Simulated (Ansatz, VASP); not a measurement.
## One calculation of CdBi3O, two programs

The input INCAR:

```
ALGO = Normal ; EDIFF = 1E-6
ENCUT = 600 ; GGA = PE
GGA_COMPAT = False ; ISIF = 2
ISMEAR = 0 ; LASPH = True
LCHARG = False ; LREAL = False
LWAVE = False ; NBANDS = 40
NELM = 120 ; PREC = Accurate
SIGMA = 0.1
```

Contents of KPOINTS:

```
k-points
0
Gamma
  4 4 4
```

File POSCAR:

```
CdBi3O
1.0
    4.5272872900      0.0000000000      0.0000000000
    0.0000000000      4.5272872900      0.0000000000
    0.0000000000      0.0000000000      7.4219264700
Cd Bi O
1 3 1
Direct
    0.0000000000      0.0000000000      0.5000000000
    0.0000000000      0.0000000000      0.7836682200
    0.0000000000      0.0000000000      0.2163317800
    0.5000000000      0.5000000000      0.0000000000
    0.0000000000      0.0000000000      0.0000000000
```

Input for Ansatz:

```yaml
crystal:
  lattice:
    - [4.52728729, 0.0, 0.0]
    - [0.0, 4.52728729, 0.0]
    - [0.0, 0.0, 7.42192647]
  atoms:
    - { symbol: Cd, position: [0.0, 0.0, 0.5] }
    - { symbol: Bi, position: [0.0, 0.0, 0.78366822] }
    - { symbol: Bi, position: [0.0, 0.0, 0.21633178] }
    - { symbol: Bi, position: [0.5, 0.5, 0.0] }
    - { symbol: O, position: [0.0, 0.0, 0.0] }
basis:
  ecutwfc: 420
kpoints:
  mp_grid: { grid: [4, 4, 4] }
hamiltonian:
  xc: pbe
scf:
  occupations: { method: gaussian, width: 0.1 }
  lower_state_search: "off"
output:
  forces: true
  stress: true
  eigenvalues: true
```

Alike in both runs: task single point; functional PBE; k mesh 4 × 4 × 4; occupations gaussian, width 0.1 eV; no spin polarisation.

```csv
,VASP,Ansatz
version,VASP 6.6.1,Ansatz 0.2.0
potentials or method,"VASP PAW PBE potentials, release 64 (Cd, Bi_d, O), cutoff 600 eV","scalar-relativistic, plane waves, PAW"
valence electrons in the cell,63,71
```

Ansatz gave:

| Quantity | Value |
| --- | --- |
| gap on the k mesh at the Fermi level (eV) | none |
| rms of the force components (eV/Å) | 3.767 |

Task: Which values does VASP return?

Result: gap on the k mesh at the Fermi level (eV): none; rms of the force components (eV/Å): 2.930.

Atom by atom the forces differ by 0.837 eV/Å (rms over components). A gap of «none» marks a metal or a gap that the smearing closes. VASP's potentials hold 63 valence electrons a cell and Ansatz's 71, so a difference there can come from the potentials and not from the codes.

Neither program's run includes spin-orbit coupling.
